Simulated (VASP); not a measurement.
# HCl in VASP: notebook

Runs on HCl. Level: PBE+D3(BJ). Tasks: single point.

Program: VASP 6.6.1. These are calculated values, not measurements. Logs are shortened: lines on timing, memory, paths and dates and some standing lists are left out, and cuts for length are marked.

## 1. The cell of the first run

The cell holds a disordered packing, 20 atoms: a = 7.714 Å, b = 7.714 Å, c = 7.714 Å, α = 90.00°, β = 90.00°, γ = 90.00°.

## 2. Single point, PBE+D3(BJ)

Contents of INCAR:

```
SYSTEM = HCl
ALGO = Normal
EDIFF = 1E-6
ENCUT = 520
GGA = PE
ISIF = 2
ISMEAR = -1
IVDW = 12
LASPH = .True.
LCHARG = .False.
LREAL = Auto
LWAVE = .False.
NBANDS = 56
NELM = 60
PREC = Accurate
SIGMA = 0.05
```

Contents of KPOINTS:

```
k-points
0
Gamma
  1 1 1
  0 0 0
```

Contents of POSCAR:

```
HCl
1.0
    7.7138450000      0.0000000000      0.0000000000
    0.0000000000      7.7138450000      0.0000000000
    0.0000000000      0.0000000000      7.7138450000
Cl H
10 10
Direct
    0.3592501535      0.9658866622      0.8180356230
    0.7127573862      0.9800689539      0.3601316853
    0.3806532281      0.2389988391      0.1908516440
    0.1402802364      0.7910322284      0.3567222313
    0.7877913025      0.7123555114      0.7390348134
    0.9673515607      0.3087565280      0.5202204607
    0.4393528778      0.4649821198      0.6116534621
    0.1696041339      0.5480794597      0.9719147844
    0.7458407578      0.5305914236      0.1550458948
    0.9207600101      0.1086099085      0.9633587400
    0.3246759560      1.0765966908      0.9354738136
    0.7906303536      0.9834395169      0.2141344556
    0.2923704067      0.3718508733      0.1059912404
    0.0618498298      0.9090278584      0.4556482532
    0.6652843037      0.8001457120      0.6655046867
    0.9203970264      0.4070084374      0.3834274606
    0.2714340254      0.4519665614      0.5863094216
    0.2931482289      0.5877483927      0.8546969767
    0.6032270547      0.4261558276      0.1501456148
    0.8649512662     -0.0158935006      0.8672328780
```

Potentials or basis: VASP PAW PBE potentials, release 64 (Cl, H).

The run is started by

```
$ cat potpaw_PBE.64/Cl/POTCAR potpaw_PBE.64/H/POTCAR > POTCAR
$ mpirun -np 1 vasp_gam > vasp.out
```

OUTCAR:

```text
SYSTEM = HCl
   EDIFF = 1E-6
   ENCUT = 520
   GGA = PE
   ISIF = 2
   ISMEAR = -1
   IVDW = 12
   LASPH = .True.
   LREAL = Auto
   NELM = 60
   PREC = Accurate
 IVDW          = 12

 ion  position               nearest neighbor table
   1  0.359  0.966  0.818-  11 1.27
   2  0.713  0.980  0.360-  12 1.28
   3  0.381  0.239  0.191-  13 1.39
   4  0.140  0.791  0.357-  14 1.33
   5  0.788  0.712  0.739-  15 1.29
   6  0.967  0.309  0.520-  16 1.35
[... 12 lines left out ...]
  19  0.603  0.426  0.150-   9 1.36
  20  0.865  0.984  0.867-  10 1.29

  LATTYP: Found a simple cubic cell.
 ALAT       =     7.7138450000

  Lattice vectors:

 A1 = (   7.7138450000,   0.0000000000,   0.0000000000)
 A2 = (   0.0000000000,   7.7138450000,   0.0000000000)
 A3 = (   0.0000000000,   0.0000000000,   7.7138450000)

Analysis of symmetry for initial positions (statically):
=====================================================================
 Subroutine PRICEL returns:
 Original cell was already a primitive cell.

 Routine SETGRP: Setting up the symmetry group for a
 simple cubic supercell.

 Subroutine GETGRP returns: Found  1 space group operations
 (whereof  1 operations were pure point group operations)
 out of a pool of 48 trial point group operations.

The static configuration has the point symmetry C_1 .

Analysis of symmetry for dynamics (positions and initial velocities):
=====================================================================
 Subroutine PRICEL returns:
 Original cell was already a primitive cell.

 Routine SETGRP: Setting up the symmetry group for a
 simple cubic supercell.

 Subroutine GETGRP returns: Found  1 space group operations
 (whereof  1 operations were pure point group operations)
 out of a pool of 48 trial point group operations.

The dynamic configuration has the point symmetry C_1 .

 Subroutine INISYM returns: Found  1 space group operations
 (whereof  1 operations are pure point group operations),
 and found     1 'primitive' translations

----------------------------------------------------------------------------------------

                                     Primitive cell

  volume of cell :     459.0000

  direct lattice vectors                    reciprocal lattice vectors
     7.713845000  0.000000000  0.000000000     0.129637036  0.000000000  0.000000000
[... 102 lines left out ...]
   IBRION =     -1    ionic relax: 0-MD 1-quasi-New 2-CG
   NFREE  =      0    steps in history (QN), initial steepest desc. (CG)
   ISIF   =      2    stress and relaxation
   ISYM   =      2    0-nonsym 1-usesym 2-fastsym
   POTIM  = 0.5000    time-step for ionic-motion
   TEBEG  =    0.0;   TEEND  =   0.0 temperature during run
   PSTRESS=    0.0 pullay stress
   NELECT =      80.0000    total number of electrons
   NUPDOWN=      -1.0000    fix difference up-down
   EMIN   =  10.00;   EMAX   =-10.00  energy-range for DOS
   EFERMI =   0.00;   METHOD = LEGACY
   ISMEAR =    -1;   SIGMA  =   0.05  broadening in eV -4-tet -1-fermi 0-gaus
   EFERMI_NEDOS =   21; number of points for ismear=-14 and -15
   IALGO  =     38    algorithm
   IMIX   =      4    mixing-type and parameters
     AMIX     =   0.40;   BMIX     =  1.00
     AMIX_MAG =   1.60;   BMIX_MAG =  1.00
  volume/ion in A,a.u.               =      22.95       154.87
  Fermi-wavevector in a.u.,A,eV,Ry     =   0.914465  1.728089 11.377829  0.836247
  Thomas-Fermi vector in A             =   2.039095
   LORBIT       =      0    0 simple, 1 ext, 2 COOP (PROOUT), +10 PAW based schemes
   GGA     = PE    functional components
   LHFCALC =     F    Hartree Fock is set to
   AEXX    =    0.0000 exact exchange contribution
   IVDW    =    12    specifies the selected vdW correction
   LEPSILON=     F    determine dielectric tensor
   LRPA    =     F    only Hartree local field effects (RPA)
 non-spin polarized calculation
  energy-cutoff  :      520.00
  volume of cell :      459.00
 maximum number of plane-waves:      6147
 NGX is ok and might be reduce to    60
   NGX = 29   NGY = 29   NGZ = 29

 number of electron      79.9999998 magnetization

 Free energy of the ion-electron system (eV)
  ---------------------------------------------------
  ext. energy  EPLUGINS =         0.00000000
  ---------------------------------------------------
  free energy    TOTEN  =       -61.41976846 eV

  energy without entropy =      -61.41976846  energy(sigma->0) =      -61.41976846

 E-fermi :  -1.7664     XC(G=0):  -6.5116

 val. band max:       -3.0388175160   @ k =   0.0000   0.0000   0.0000
 cond. band min:       2.1628422538   @ k =   0.0000   0.0000   0.0000
 fundamental gap:      5.2016597698
 Fermi energy:        -1.7664110785

 k-point     1 :       0.0000    0.0000    0.0000
  band No.  band energies     occupation
      1     -17.5466      2.00000
      2     -17.1666      2.00000
      3     -16.9544      2.00000
      4     -16.8864      2.00000
      5     -16.8334      2.00000
      6     -16.7283      2.00000
[... 44 lines left out ...]
     51       5.4442      0.00000
     52       5.7910      0.00000
 [bands above 52 left out]

------------------------ aborting loop because EDIFF is reached ----------------------------------------

 Edisp (eV)   -1.38512

 E8    (eV) :    -0.4135

  FORCE on cell =-STRESS in cart. coord.  units (eV):
  Direction    XX          YY          ZZ          XY          YZ          ZX
  --------------------------------------------------------------------------------------
  -------------------------------------------------------------------------------------
  Total      -2.95253    -1.82102    -0.60444     0.04148     1.69429    -0.19483
  in kB     -10.30606    -6.35641    -2.10983     0.14478     5.91405    -0.68008
  external pressure =       -6.26 kB  Pullay stress =        0.00 kB

 VOLUME and BASIS-vectors are now :
 -----------------------------------------------------------------------------
  energy-cutoff  :      520.00
  volume of cell :      459.00
      direct lattice vectors                 reciprocal lattice vectors
     7.713845000  0.000000000  0.000000000     0.129637036  0.000000000  0.000000000
     0.000000000  7.713845000  0.000000000     0.000000000  0.129637036  0.000000000
     0.000000000  0.000000000  7.713845000     0.000000000  0.000000000  0.129637036

 POSITION                                       TOTAL-FORCE (eV/Angst)
 -----------------------------------------------------------------------------------
      2.77120      7.45070      6.31020         0.136286     -0.518962     -0.737647
      5.49810      7.56010      2.77800        -0.502124     -0.022697      0.485156
      2.93630      1.84360      1.47220        -0.498555      0.974768     -0.598767
      1.08210      6.10190      2.75170        -0.398967      0.776734      0.682518
      6.07690      5.49500      5.70080        -0.055000      0.254203     -0.046487
      7.46200      2.38170      4.01290        -0.045930      0.822222     -0.839152
[... 12 lines left out ...]
      4.65320      3.28730      1.15820         1.082044      0.578707      0.171786
      6.67210      7.59124      6.68970        -0.052597     -0.358815     -0.185156
 -----------------------------------------------------------------------------------
    total drift:                               -0.002049      0.001799      0.001215

  FREE ENERGIE OF THE ION-ELECTRON SYSTEM (eV)
  ---------------------------------------------------
  free  energy   TOTEN  =       -62.8048863368 eV

  energy  without entropy=      -62.8048863368  energy(sigma->0) =      -62.80488634
```

Wall time 49 s (1 thread of Intel Xeon Platinum 8259CL at 2.50GHz (Skylake/Cascade Lake), shared host); peak memory 0.42 GiB.

Results:

```
Free energy                : -62.8049 eV
Pressure                   : -0.6 GPa
Largest force              : 1.279 eV/Å
Dispersion energy per atom : -0.069 eV
```

Forces on the atoms (eV/Å):
```
Cl   0.136 -0.519 -0.738
Cl  -0.502 -0.023  0.485
Cl  -0.499  0.975 -0.599
Cl  -0.399  0.777  0.683
Cl  -0.055  0.254 -0.046
Cl  -0.046  0.822 -0.839
Cl  -0.629  0.102  0.082
Cl   0.554  0.421 -0.741
Cl  -1.026 -0.761  0.060
Cl   0.039  0.280  0.212
H   -0.036  0.401  0.601
H    0.297  0.058 -0.522
H    0.563 -0.922  0.528
H    0.477 -0.804 -0.669
H    0.115 -0.120  0.017
H    0.153 -0.686  0.891
H    0.456 -0.103 -0.101
H   -0.627 -0.373  0.709
H    1.082  0.579  0.172
H   -0.053 -0.359 -0.185
```

Caveat: the k points lie up to 0.81 Å⁻¹ apart, too coarse for converged energies, forces and pressures.

## 3. Single point, PBE+D3(BJ)

Contents of INCAR:

```
ALGO = Normal
EDIFF = 1E-6
ENCUT = 520
GGA = PE
ISIF = 2
ISMEAR = -1
IVDW = 12
LASPH = T
LCHARG = F
LREAL = Auto
LWAVE = F
NBANDS = 56
NELM = 60
PREC = Accurate
SIGMA = 0.05
```

Contents of KPOINTS:

```
k-points
0
Gamma
  1 1 1
```

Contents of POSCAR:

```
HCl
1.0
    7.7138450000      0.0000000000      0.0000000000
    0.0000000000      7.7138450000      0.0000000000
    0.0000000000      0.0000000000      7.7138450000
Cl H
10 10
Direct
    0.3686747660      0.9836987909      0.8283288036
    0.7157779292      0.9924363271      0.3861757658
    0.4017581375      0.2511847205      0.1778360856
    0.1369356009      0.8085332282      0.3254148871
    0.7713533264      0.7264470572      0.7741016315
    0.9239490812      0.2954039134      0.4949671662
    0.4404807201      0.4641005880      0.6048604814
    0.1714709072      0.5934524222      0.9637865422
    0.7517651703      0.5531612315      0.1558755718
    0.9665089200      0.1195642381      0.9822727835
    0.4255724609      1.1265199132      0.8957141348
    0.8803391823      1.0230954861      0.3855016532
    0.3237425694      0.3630355549      0.0918867309
    0.0483157232      0.8211728392      0.4621949235
    0.7333178201      0.8162855230      0.6394346788
    0.8659753988      0.3317800656      0.3429547781
    0.2953650222      0.5095902238      0.5282061021
    0.2751546084      0.5994675807      0.8158836482
    0.6139350739      0.4539500081      0.1386208823
    0.8947548207     -0.0097487051      0.9076407421
```

Potentials or basis: VASP PAW PBE potentials, release 64 (Cl, H).

The run is started by

```
$ cat potpaw_PBE.64/Cl/POTCAR potpaw_PBE.64/H/POTCAR > POTCAR
$ mpirun -np 1 vasp_gam > vasp.out
```

OUTCAR:

```text
EDIFF = 1E-6
   ENCUT = 520
   GGA = PE
   ISIF = 2
   ISMEAR = -1
   IVDW = 12
   LASPH = T
   LREAL = Auto
   NELM = 60
   PREC = Accurate
 IVDW          = 12

 ion  position               nearest neighbor table
   1  0.369  0.984  0.828-  11 1.29
   2  0.716  0.992  0.386-  12 1.29
   3  0.402  0.251  0.178-  13 1.24
   4  0.137  0.809  0.325-  14 1.26
   5  0.771  0.726  0.774-  15 1.28
[... 283 lines left out ...]
  -------------------------------------------------------------------------------------
  Total       1.08544     3.97619     1.68891     0.06259     0.37969     1.98993
  in kB       3.78882    13.87923     5.89529     0.21848     1.32534     6.94600
  external pressure =        7.85 kB  Pullay stress =        0.00 kB

 VOLUME and BASIS-vectors are now :
 -----------------------------------------------------------------------------
  energy-cutoff  :      520.00
  volume of cell :      459.00
      direct lattice vectors                 reciprocal lattice vectors
     7.713845000  0.000000000  0.000000000     0.129637036  0.000000000  0.000000000
     0.000000000  7.713845000  0.000000000     0.000000000  0.129637036  0.000000000
     0.000000000  0.000000000  7.713845000     0.000000000  0.000000000  0.129637036

 POSITION                                       TOTAL-FORCE (eV/Angst)
 -----------------------------------------------------------------------------------
      2.84390      7.58810      6.38960         0.197187      0.040072     -0.268295
      5.52140      7.65550      2.97890        -0.647238     -0.836910     -0.146281
      3.09910      1.93760      1.37180         0.990355     -1.104028      1.033265
      1.05630      6.23690      2.51020         0.541129     -0.109833     -0.516721
      5.95010      5.60370      5.97130         0.250276     -0.039597      0.213248
      7.12720      2.27870      3.81810         0.784711      0.684551      0.599717
[... 12 lines left out ...]
      4.73580      3.50170      1.06930         0.393441      0.176277      0.129678
      6.90200      7.63864      7.00140        -0.235211     -0.497410     -0.188607
 -----------------------------------------------------------------------------------
    total drift:                               -0.001071      0.001457     -0.000332

  FREE ENERGIE OF THE ION-ELECTRON SYSTEM (eV)
  ---------------------------------------------------
  free  energy   TOTEN  =       -62.2636652248 eV

  energy  without entropy=      -62.2636652247  energy(sigma->0) =      -62.26366522
```

OSZICAR:

```text
N       E                     dE             d eps       ncg     rms          rms(c)
DAV:   1     0.741681560501E+03    0.74168E+03   -0.36520E+04   112   0.124E+03
DAV:   2     0.280168653042E+02   -0.71366E+03   -0.68379E+03   168   0.241E+02
DAV:   3    -0.604351840468E+02   -0.88452E+02   -0.88070E+02   136   0.981E+01
DAV:   4    -0.622979910009E+02   -0.18628E+01   -0.18597E+01   136   0.172E+01
DAV:   5    -0.623417239447E+02   -0.43733E-01   -0.43728E-01   128   0.273E+00    0.248E+01
DAV:   6    -0.611368220437E+02    0.12049E+01   -0.16356E+00   136   0.410E+00    0.141E+01
DAV:   7    -0.608862644779E+02    0.25056E+00   -0.14097E+00   136   0.401E+00    0.318E+00
DAV:   8    -0.608784119460E+02    0.78525E-02   -0.15447E-01   136   0.153E+00    0.123E+00
DAV:   9    -0.608776297646E+02    0.78218E-03   -0.10484E-02   136   0.415E-01    0.509E-01
DAV:  10    -0.608775885402E+02    0.41224E-04   -0.57450E-03   128   0.278E-01    0.185E-01
DAV:  11    -0.608775291657E+02    0.59374E-04   -0.48659E-04   144   0.970E-02    0.127E-01
DAV:  12    -0.608775367811E+02   -0.76153E-05   -0.18444E-04   136   0.572E-02    0.480E-02
DAV:  13    -0.608775464682E+02   -0.96872E-05   -0.75272E-05   128   0.545E-02    0.159E-02
DAV:  14    -0.608775418960E+02    0.45722E-05   -0.60694E-05   152   0.379E-02    0.963E-03
DAV:  15    -0.608775431438E+02   -0.12478E-05   -0.15269E-05   144   0.154E-02    0.944E-03
DAV:  16    -0.608775432567E+02   -0.11284E-06   -0.50022E-07    80   0.301E-03
   1 F= -.62263665E+02 E0= -.62263665E+02  d E =-.122058E-09
```

It took 52 s on 1 thread of Intel Xeon Platinum 8259CL at 2.50GHz (Skylake/Cascade Lake), shared host; peak memory 0.42 GiB.

Results:

* Free energy: -62.2637 eV
* Pressure: 0.8 GPa
* Largest force: 2.034 eV/Å
* Dispersion energy per atom: -0.069 eV

Forces in eV/Å, atoms in the order of the input:
```
Cl   0.197  0.040 -0.268
Cl  -0.647 -0.837 -0.146
Cl   0.990 -1.104  1.033
Cl   0.541 -0.110 -0.517
Cl   0.250 -0.040  0.213
Cl   0.785  0.685  0.600
Cl  -0.701  0.356 -0.228
Cl   1.188 -0.039 -1.650
Cl  -0.381 -0.314  0.057
Cl   0.049  0.521  0.217
H   -0.069 -0.220 -0.041
H   -0.109  0.063 -0.124
H   -1.120  1.375 -0.988
H   -0.390 -0.050  0.791
H   -0.193  0.272 -0.440
H   -0.116  0.259 -0.236
H    0.538 -0.278  0.152
H   -0.972 -0.257  1.635
H    0.393  0.176  0.130
H   -0.235 -0.497 -0.189
```

Stress tensor (GPa, compression positive):
```
0.38 0.02 0.69
0.02 1.39 0.13
0.69 0.13 0.59
```

Caveat: the k points lie up to 0.81 Å⁻¹ apart, too coarse for converged energies, forces and pressures.

## 4. Single point, PBE+D3(BJ)

Contents of INCAR:

```
PREC = Accurate
ENCUT = 520
EDIFF = 1E-6
ISMEAR = -1
SIGMA = 0.05
LREAL = Auto
LASPH = True
NELM = 60
ALGO = Normal
ISIF = 2
LWAVE = False
LCHARG = False
GGA = PE
IVDW = 12
NBANDS = 56
```

Contents of KPOINTS:

```
Automatic mesh
0
Gamma
  1 1 1
```

Contents of POSCAR:

```
HCl
1.0
    7.7138450000      0.0000000000      0.0000000000
    0.0000000000      7.7138450000      0.0000000000
    0.0000000000      0.0000000000      7.7138450000
Cl H
10 10
Direct
    0.3989450138      0.9918918516      0.8084424823
    0.7068848285      0.9548156594      0.3844775206
    0.3831811503      0.2331522088      0.1812714671
    0.1463731771      0.8123056660      0.3214868849
    0.8016235742      0.7177743395      0.7594785739
    0.9523266283      0.3242222264      0.5010212157
    0.4431642067      0.4712695160      0.6089310843
    0.1946500092      0.5905096615      0.9771521206
    0.7361568712      0.5345972080      0.1662724620
    0.9758038955      0.1221958699      0.9898565501
    0.3639430142      1.0569826072      0.9661459363
    0.7875709196      1.1037686134      0.4136069625
    0.2945483089      0.3512126572      0.1109822663
    0.1059134582      0.8060701246      0.4841035826
    0.6539151357      0.7992771439      0.7448036615
    0.8763333979      0.4229408291      0.3853590525
    0.3751695814      0.3648115823      0.4991933335
    0.2464011138      0.5612505826      0.8119297186
    0.6599043668      0.3868109873      0.1175937551
    0.8949752037     -0.0242939805      0.9458577402
```

The run is started by

```
$ cat potpaw_PBE.64/Cl/POTCAR potpaw_PBE.64/H/POTCAR > POTCAR
$ mpirun -np 1 vasp_gam > vasp.out
```

Run time: 50 s. Hardware: 1 thread of Intel Xeon Platinum 8259CL at 2.50GHz (Skylake/Cascade Lake), shared host; peak memory 0.42 GiB.

The run converged. Its results:

```yaml
Free_energy: -62.8803 eV
Pressure: -0.4 GPa
Largest_force: 1.577 eV/Å
Dispersion_energy_per_atom: -0.069 eV
```

Forces in eV/Å, atoms in the order of the input:
```
Cl  -0.139  0.241  0.535
Cl  -0.018  0.611 -0.016
Cl   0.782 -1.058  0.869
Cl   0.052 -0.050  0.351
Cl  -0.233  0.234  0.074
Cl   0.040  0.010  0.035
Cl   0.059  0.038  0.001
Cl   0.269 -0.233 -1.222
Cl  -0.452 -0.877 -0.214
Cl  -0.664 -0.813 -0.303
H    0.251 -0.384 -0.870
H   -0.150 -0.532 -0.021
H   -0.733  1.115 -0.690
H   -0.005  0.028 -0.179
H    0.312 -0.052  0.030
H   -0.003 -0.025 -0.049
H   -0.102 -0.007 -0.016
H   -0.242  0.042  1.138
H    0.457  0.919  0.347
H    0.518  0.793  0.201
```

Stress tensor (GPa, compression positive):
```
-0.06 -0.56  0.31
-0.56 -0.53 -0.76
 0.31 -0.76 -0.57
```

Levels at points of the mesh, in eV from the Fermi level:
| k point | band 37 | band 38 | band 39 | band 40 | band 41 | band 42 | band 43 | band 44 |
| --- | --- | --- | --- | --- | --- | --- | --- | --- |
| (0.00, 0.00, 0.00) | -1.58 | -1.52 | -1.27 | -1.26 | 3.87 | 5.02 | 5.21 | 5.44 |

Caveat: the k points lie up to 0.81 Å⁻¹ apart, too coarse for converged energies, forces and pressures; the atoms stand as in a frame of molecular dynamics.

## 5. Overview

| cell | pressure (GPa) | largest force (eV/Å) |
| --- | --- | --- |
| as given, atomic positions A | -0.6 | 1.28 |
| as given, atomic positions B | 0.8 | 2.03 |
| as given, atomic positions C | -0.4 | 1.58 |

Alike in all rows: task single point; level PBE+D3(BJ); potentials or basis VASP PAW PBE potentials, release 64 (Cl, H); no spin polarisation; k mesh 1 × 1 × 1; cutoff (eV) 520; smearing fermi-dirac 0.05 eV.

Caveats: all runs use coarse meshes; the atoms stand as in a frame of molecular dynamics (at least some runs).

Total energies depend on the potentials used, so only differences within one code and one set of settings carry meaning.
